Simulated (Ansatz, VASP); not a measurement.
# HgTe: VASP beside Ansatz

File INCAR:

```
SYSTEM = HgTe
ALGO = Normal
EDIFF = 1E-6
ENCUT = 520
GGA = PE
ISIF = 2
ISMEAR = 0
LASPH = .TRUE.
LCHARG = .FALSE.
LREAL = .FALSE.
LWAVE = .FALSE.
NBANDS = 16
NELM = 60
PREC = Accurate
SIGMA = 0.15
```

File KPOINTS:

```
k-points
0
G
  14 14 14
  0 0 0
```

File POSCAR:

```
HgTe
1.0
    0.0000000000      3.2235000000      3.2235000000
    3.2235000000      0.0000000000      3.2235000000
    3.2235000000      3.2235000000      0.0000000000
Hg Te
1 1
Direct
    0.0044776661      0.0044776661      0.0044776661
    0.7500000000      0.7500000000      0.7500000000
```

Input for Ansatz:

```yaml
crystal:
  lattice:
    - [0.0, 3.2235, 3.2235]
    - [3.2235, 0.0, 3.2235]
    - [3.2235, 3.2235, 0.0]
  atoms:
    - { symbol: Hg, position: [0.0044776661, 0.0044776661, 0.0044776661] }
    - { symbol: Te, position: [0.75, 0.75, 0.75] }
basis:
  ecutwfc: 420
kpoints:
  mp_grid: { grid: [14, 14, 14] }
hamiltonian:
  xc: pbe
scf:
  occupations: { method: gaussian, width: 0.15 }
output:
  forces: true
  stress: true
  eigenvalues: true
```

Change from the starting cell: all Hg atoms moved -0.050 Å, as atom 1 towards its neighbour atom 2 (Te) at 2.792 Å.

Alike in both runs: task single point; functional PBE; k mesh 14 × 14 × 14; occupations gaussian, width 0.15 eV; no spin polarisation.

```csv
,VASP,Ansatz
version,VASP 6.6.1,Ansatz 0.2.0
potentials or method,"VASP PAW PBE potentials, release 64 (Hg, Te), cutoff 520 eV","scalar-relativistic, plane waves, PAW"
valence electrons in the cell,18,36
```

```tsv
	VASP	Ansatz	Ansatz less VASP
gap on the k mesh at the Fermi level (eV)	none	none	-
pressure (GPa)	4.2	4.1	-0.07
traceless stress, the component that is largest in VASP (GPa)	-0.43	-0.42	+0.008
rms of the force components (eV/Å)	0.108	0.106	-0.0023
```

Atom by atom the forces differ by 0.002 eV/Å (rms over components). A gap of «none» marks a metal or a gap that the smearing closes. With one functional, cell and mesh, what is left measures potentials, basis and numerics. VASP's potentials hold 18 valence electrons a cell and Ansatz's 36, so a difference there can come from the potentials and not from the codes.

Neither program's run includes spin-orbit coupling.
